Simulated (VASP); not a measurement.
V2O3: electric field gradients with PBE

Crystal: V2O3.

```
CELL_PARAMETERS angstrom
2.47091 1.42658 4.66343
-2.47091 1.42658 4.66343
0.00000 -2.85316 4.66343
ATOMIC_POSITIONS crystal
V 0.34159 0.34159 0.34159
V 0.15841 0.15841 0.15841
V 0.65841 0.65841 0.65841
V 0.84159 0.84159 0.84159
O 0.92710 0.25000 0.57290
O 0.57290 0.92710 0.25000
O 0.25000 0.57290 0.92710
O 0.07290 0.75000 0.42710
O 0.42710 0.07290 0.75000
O 0.75000 0.42710 0.07290
```

```
Program                : VASP 6.6.1
Task                   : electric field gradients
Functional             : PBE
Potentials or basis    : VASP PAW PBE potentials, release 64 (V_sv, O)
Cutoff                 : 520 eV
k mesh                 : 6 × 6 × 6, shifted
Occupations            : fermi-dirac, width 0.001 eV
Spin                   : collinear spin, ferromagnetic start
Starting moments       : [2.0, 2.0, 2.0, 2.0, 0.0, 0.0, 0.0, 0.0, 0.0, 0.0] μB
Dipole correction      : no
Further INCAR settings : ALGO = Normal; EDIFF = 1e-08; NBANDS = 59
```

```
Pressure                                              : -1.4 GPa
Largest force                                         : 0.027 eV/Å
Net moment                                            : 4.46 μB per cell
Site moments                                          : V +1.06; O -0.02 μB
Largest electric field gradient by atom               : V -11.3; O -38.3 V/Å²
Valence electrons inside the program's atomic spheres : V 11.52; O 5.05
```

Forces in eV/Å, atoms in the order of the input:
```
V    0.000  0.000 -0.027
V    0.000  0.000  0.027
V    0.000  0.000  0.027
V    0.000  0.000 -0.027
O   -0.010 -0.017  0.000
O    0.020  0.000  0.000
O   -0.010  0.017  0.000
O    0.010  0.017  0.000
O   -0.020  0.000  0.000
O    0.010 -0.017  0.000
```

Stress tensor (GPa, compression positive):
```
-3.55  0.00  0.00
 0.00 -3.55  0.00
 0.00  0.00  2.87
```

Levels at points of the mesh, in eV from the Fermi level:
Spin up:
```tsv
k point	band 44	band 45	band 46	band 47	band 48	band 49
(0.08, 0.08, 0.08)	-0.60	-0.60	-0.51	-0.51	0.00	0.66
```
Spin down:
```
           k point  band 39  band 40  band 41  band 42  band 43  band 44  band 45  band 46
(0.08, 0.08, 0.08)    -3.33    -3.33    -0.86     0.47     0.47     0.50     0.74     0.74
```

Electric field gradients, principal values (V/Å²):
```csv
atom,least,middle,greatest (by size)
1 V,5.633,5.633,-11.267
2 V,5.633,5.633,-11.267
3 V,5.633,5.633,-11.267
4 V,5.633,5.633,-11.267
5 O,18.874,19.454,-38.328
6 O,18.874,19.454,-38.328
7 O,18.874,19.454,-38.328
8 O,18.874,19.454,-38.328
9 O,18.874,19.454,-38.328
10 O,18.874,19.454,-38.328
```

It took 21 min on 1 thread of Intel Xeon 8259CL (shared host), peak memory 0.45 GiB.

Caveat: the stress differs along the axes, from -4 to 3 GPa; without QUAD_EFG the Cq values of the log hold for a quadrupole moment of 1 mb, not for the nuclei; semilocal functionals often make such compounds metallic where correlation or magnetic order opens a gap, which also shifts bond lengths. With open d or f shells a metallic result of PBE can be an artefact of self-interaction; +U or a hybrid may open a gap.
